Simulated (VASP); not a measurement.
Sn: single point with PBE

Crystal: Sn.

```
Sn
1.0
     4.55816    0.00000    0.00000
     0.00000    4.55816    0.00000
     0.00000    0.00000    4.55816
Sn
3
Direct
  0.50000 0.00000 0.00000
  0.00000 0.50000 0.00000
  0.00000 0.00000 0.50000
```

This isn't the form of Sn at room conditions, which is tetragonal (white tin).

```
Program                : VASP 6.6.1
Task                   : single point
Functional             : PBE
Potentials or basis    : VASP PAW PBE potentials, release 64 (Sn_d)
Cutoff                 : 500 eV
k mesh                 : 10 × 10 × 10
Occupations            : gaussian, width 0.1 eV
Spin                   : no spin polarisation
Dipole correction      : no
Further INCAR settings : ALGO = Normal; EDIFF = 1e-06; NBANDS = 28
```

| Quantity | Value |
| --- | --- |
| Pressure | -0.1 GPa |
| Band gap on the k mesh | zero (bands 21 and 22 overlap by 3.67 eV) |

Levels at points of the mesh, in eV from the Fermi level:
```
           k point  band 18  band 19  band 20  band 21  band 22  band 23  band 24  band 25
(0.00, 0.00, 0.00)    -4.11    -2.63    -2.63    -2.63     2.32     3.21     3.21     3.21
(0.50, 0.00, 0.00)    -3.70    -1.43    -1.43     0.61     0.61     0.89     1.29     1.56
(0.50, 0.50, 0.00)    -7.25    -3.44    -0.15     0.37     1.01     1.01     1.78     1.78
(0.50, 0.50, 0.50)    -6.48    -5.09    -3.04    -3.04    -3.04     2.29     6.92     6.92
```

It took 2.5 min on 1 thread of Intel Xeon 8259CL, with other jobs on the host, peak memory 0.26 GiB.

Caveat: spin-orbit coupling is left out, which moves the levels of the heavy elements.
